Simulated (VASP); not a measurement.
Here is a VASP 6.6.1 calculation.

The input POSCAR:

```
Pd
1.0
   -1.6150959475      1.6150959475      1.6150959475
    1.6150959475     -1.6150959475      1.6150959475
    1.6150959475      1.6150959475     -1.6150959475
Pd
1
Direct
    0.0000000000      0.0000000000      0.0000000000
```

The input INCAR.step1:

```
SYSTEM = Pd
ALGO = Normal
EDIFF = 1E-4
ENCUT = 520
GGA = PE
ISMEAR = -1
ISPIN = 2
LASPH = .TRUE.
LCHARG = .FALSE.
LMAXMIX = 4
LREAL = .FALSE.
LWAVE = .TRUE.
MAGMOM = 0.5
NBANDS = 15
NELM = 150
PREC = Accurate
SIGMA = 0.05
```

File INCAR.step2:

```
SYSTEM = Pd
ALGO = Normal
EDIFF = 1E-7
ENCUT = 520
ISIF = 2
ISMEAR = -1
ISPIN = 2
ISTART = 1
LASPH = .TRUE.
LCHARG = .FALSE.
LMAXMIX = 4
LMIXTAU = .TRUE.
LORBIT = 11
LREAL = .FALSE.
LWAVE = .FALSE.
MAGMOM = 0.5
METAGGA = R2SCAN
NBANDS = 15
NELM = 150
PREC = Accurate
SIGMA = 0.05
```

Contents of KPOINTS:

```
k-points
0
G
  16 16 16
  0 0 0
```

Potentials or basis: VASP PAW PBE potentials, release 64 (Pd).

Run with:

```bash
$ cat potpaw_PBE.64/Pd/POTCAR > POTCAR
$ cp INCAR.step1 INCAR
$ mpirun -np 1 vasp_std > vasp.out
$ cp INCAR.step2 INCAR
$ mpirun -np 1 vasp_std > vasp.out
```

Task: Estimate the net moment.

Result: 0.00 μB per cell.

Task: What does it give for the band gap on the k mesh?

Result: Zero (filled and empty bands overlap).

Task: Estimate the pressure.

Result: -14.6 GPa.

Caveat: the cell stands under tension; the PAW data sets were made with another functional, which shifts forces and pressure a little.
